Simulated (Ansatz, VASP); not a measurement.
**One calculation of AsSe3, two programs**

File INCAR:

```
  PREC = Accurate
  ENCUT = 500
  EDIFF = 1E-6
  ISMEAR = 0
  SIGMA = 0.1
  LREAL = False
  LASPH = True
  NELM = 120
  ALGO = Normal
  ISIF = 2
  LWAVE = False
  LCHARG = True
  GGA = PE
  LELF = True
  LVHAR = True
  NBANDS = 20
  GGA_COMPAT = False
```

KPOINTS

```
Automatic mesh
0
Gamma
  4 4 4
```

File POSCAR:

```
AsSe3
1.0
   -2.8160465329      2.8160465329      2.8160465329
    2.8160465329     -2.8160465329      2.8160465329
    2.8160465329      2.8160465329     -2.8160465329
As Se
1 3
Direct
    0.0000000000      0.0000000000      0.0000000000
    0.0000000000      0.5000000000      0.5000000000
    0.5000000000      0.0000000000      0.5000000000
    0.5000000000      0.5000000000      0.0000000000
```

Input for Ansatz:

```yaml
crystal:
  lattice:
    - [-2.8160465329, 2.8160465329, 2.8160465329]
    - [2.8160465329, -2.8160465329, 2.8160465329]
    - [2.8160465329, 2.8160465329, -2.8160465329]
  atoms:
    - { symbol: As, position: [0.0, 0.0, 0.0] }
    - { symbol: Se, position: [0.0, 0.5, 0.5] }
    - { symbol: Se, position: [0.5, 0.0, 0.5] }
    - { symbol: Se, position: [0.5, 0.5, 0.0] }
basis:
  ecutwfc: 420
kpoints:
  mp_grid: { grid: [4, 4, 4] }
hamiltonian:
  xc: pbe
scf:
  occupations: { method: gaussian, width: 0.1 }
  lower_state_search: "off"
output:
  forces: true
  stress: true
  eigenvalues: true
```

Change from the starting cell: species swapped into the Sb3Au type (Im-3m, No. 229).

Alike in both runs: task single point; functional PBE; k mesh 4 × 4 × 4; occupations gaussian, width 0.1 eV; no spin polarisation.

|  | VASP | Ansatz |
| --- | --- | --- |
| version | VASP 6.6.1 | Ansatz 0.2.0 |
| potentials or method | VASP PAW PBE potentials, release 64 (As, Se), cutoff 500 eV | scalar-relativistic, plane waves, PAW |
| valence electrons in the cell | 23 | 63 |

VASP gave:

- gap on the k mesh at the Fermi level (eV): none
- pressure (GPa): 0.4

Question: Estimate Ansatz's values.

Answer: gap on the k mesh at the Fermi level (eV): none; pressure (GPa): 0.3.

A gap of «none» marks a metal or a gap that the smearing closes. VASP's potentials hold 23 valence electrons a cell and Ansatz's 63, so a difference there can come from the potentials and not from the codes.

The k mesh is coarse, so the values compare programs but aren't converged.
